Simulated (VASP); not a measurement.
Wanted: the native input for a VASP 6.6.1 run.

```yaml
Task: single point
Functional: LDA
Potentials_or_basis: VASP PAW LDA potentials, release 64 (Os_sv_GW)
Cutoff: 560 eV
k_mesh: 21 × 21 × 12
Occupations: gaussian, width 0.15 eV
Spin: no spin polarisation
Dipole_correction: no
Further_INCAR_settings: ALGO = Normal; EDIFF = 1e-06; NBANDS = 23
```

The structure of Os lies in POSCAR:

```
Os
1.0
    2.7340999755      0.0000000000      0.0000000000
   -1.3670499878      2.3678000353      0.0000000000
    0.0000000000      0.0000000000      4.1469120000
Os
2
Direct
    0.3333333333      0.6666666667      0.2500000000
    0.6666666667      0.3333333333      0.7500000000
```

This cell differs from its parent crystal: strain +0.000 along x and y, -0.040 along z.

One way to write it, as run:

INCAR

```
SYSTEM = Os
PREC = Accurate
ENCUT = 560
EDIFF = 1E-6
ISMEAR = 0
SIGMA = 0.15
LREAL = .False.
LASPH = .True.
NELM = 120
ALGO = Normal
ISIF = 2
LWAVE = .False.
LCHARG = .True.
GGA = CA
LELF = .True.
LVHAR = .True.
NBANDS = 23
GGA_COMPAT = .False.
```

KPOINTS

```
Automatic mesh
0
Gamma
  21 21 12
  0 0 0
```

Potentials or basis: VASP PAW LDA potentials, release 64 (Os_sv_GW).

Run with:

```sh
$ cat potpaw_LDA.64/Os_sv_GW/POTCAR > POTCAR
$ mpirun -np 1 vasp_std > vasp.out
```

It gave:

```yaml
Pressure: 12.0 GPa
Band_gap_on_the_k_mesh: zero (bands 16 and 17 overlap by 4.12 eV)
```

Caveat: the cell differs from its parent crystal (strain +0.000 along x and y, -0.040 along z); the stress differs along the axes, from 3 to 30 GPa; spin-orbit coupling is left out, which moves the levels of the heavy elements.

Wall time 120 s on 1 thread of Intel(R) Xeon(R) Platinum 8375C CPU @ 2.90GHz (Ice Lake) (shared host), peak memory 0.3 GiB.
